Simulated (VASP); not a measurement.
Here is a VASP 6.6.1 calculation.

File INCAR:

```
  PREC = Accurate
  ENCUT = 520
  EDIFF = 1E-6
  ISMEAR = 0
  SIGMA = 0.01
  LREAL = F
  LASPH = T
  NELM = 60
  ALGO = Normal
  ISIF = 2
  LWAVE = F
  LCHARG = T
  GGA = PE
  LELF = T
  LVHAR = T
  NBANDS = 46
```

Contents of KPOINTS:

```
regular mesh
0
Gamma
  6 6 2
```

POSCAR

```
Ga4SbP3
1.0
    4.0181016230      0.0000000000      0.0000000000
    0.0000000000      4.0181016230      0.0000000000
    0.0000000000      0.0000000000     11.3556399316
P Ga Sb
3 4 1
Direct
    0.0000000000      0.0000000000      0.2360203192
    0.5000000000      0.5000000000      0.0000000000
    0.0000000000      0.0000000000      0.7639796808
    0.0000000000      0.5000000000      0.1178257239
    0.5000000000      0.0000000000      0.8821742761
    0.0000000000      0.5000000000      0.6461190884
    0.5000000000      0.0000000000      0.3538809116
    0.5000000000      0.5000000000      0.5000000000
```

Potentials or basis: VASP PAW PBE potentials, release 64 (P, Ga_d, Sb).

The run is started by

```console
$ cat potpaw_PBE.64/P/POTCAR potpaw_PBE.64/Ga_d/POTCAR potpaw_PBE.64/Sb/POTCAR > POTCAR
$ mpirun -np 1 vasp_std > vasp.out
```

(1) Estimate the band gap on the k mesh.

(2) What does it give for the largest force?

(3) Predict the pressure.

Results:

(1) 0.50 eV.

(2) 0.009 eV/Å.

(3) 0.0 GPa.

Caveat: spin-orbit coupling is left out, which moves the levels of the heavy elements.
